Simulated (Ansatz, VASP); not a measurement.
One calculation of NbTe, two programs

Contents of INCAR:

```
SYSTEM = NbTe
ALGO = Normal ; EDIFF = 1E-7
EDIFFG = -0.01 ; ENCUT = 600
GGA = RE ; IBRION = 2
ISIF = 3 ; ISMEAR = -1
LASPH = .TRUE. ; LCHARG = .FALSE.
LREAL = .FALSE. ; LWAVE = .FALSE.
NELM = 100 ; NSW = 60
PREC = Accurate ; SIGMA = 0.05
```

Contents of KPOINTS:

```
k-points
0
G
  8 8 7
  0 0 0
```

POSCAR

```
NbTe
1.0
    3.7029743866      0.0000000000      0.0000000000
   -1.8514871933      3.2068698884      0.0000000000
    0.0000000000      0.0000000000      3.6942110000
Te Nb
1 1
Direct
    0.6666666667      0.3333333333      0.0000000000
    0.0000000000      0.0000000000      0.5000000000
```

Contents of input.yaml:

```yaml
crystal:
  lattice:
    - [3.7029743866, 0.0, 0.0]
    - [-1.8514871933, 3.2068698884, 0.0]
    - [0.0, 0.0, 3.694211]
  atoms:
    - { symbol: Te, position: [0.6666666667, 0.3333333333, 0.0] }
    - { symbol: Nb, position: [0.0, 0.0, 0.5] }
hamiltonian:
  xc: revpbe
  pseudopotentials: { kind: paw }
kpoints:
  mp_grid: { grid: [8, 8, 7] }
scf:
  occupations: { method: fermi_dirac, width: 0.05 }
output:
  forces: true
  stress: true
  eigenvalues: true
relax:
  f_tol: 0.01
  max_steps: 40
  cell: { stress_tol: 0.05 }
```

Alike in both runs: task relaxation of cell and atoms; functional revPBE; k mesh 8 × 8 × 7; occupations fermi-dirac, width 0.05 eV; no spin polarisation.

```csv
,VASP,Ansatz
version,VASP 6.6.1,Ansatz 0.2.0
potentials or method,"VASP PAW PBE potentials, release 64 (Te, Nb_sv)",Ansatz PAW
plane-wave cutoff (eV),600,420
valence electrons in the cell,19,29
```

|  | VASP | Ansatz | Ansatz less VASP |
| --- | --- | --- | --- |
| gap on the k mesh at the Fermi level, each at its own relaxed structure (eV) | none | none | - |
| relaxed volume (Å³/atom) | 22.02 | 22.08 | +0.058 |
| relaxed cell length with the largest relative difference (Å) | 3.700 | 3.703 | +0.0035 |

VASP's potentials were made for PBE, not for revPBE. A gap of «none» marks a metal or a gap that the smearing closes. VASP's potentials hold 19 valence electrons a cell and Ansatz's 29, so a difference there can come from the potentials and not from the codes.

Spin-orbit coupling is off throughout. Noted on Ansatz's run: the plane-wave basis is chosen anew once the cell has moved, so the energies of steps on either side of that aren't comparable.
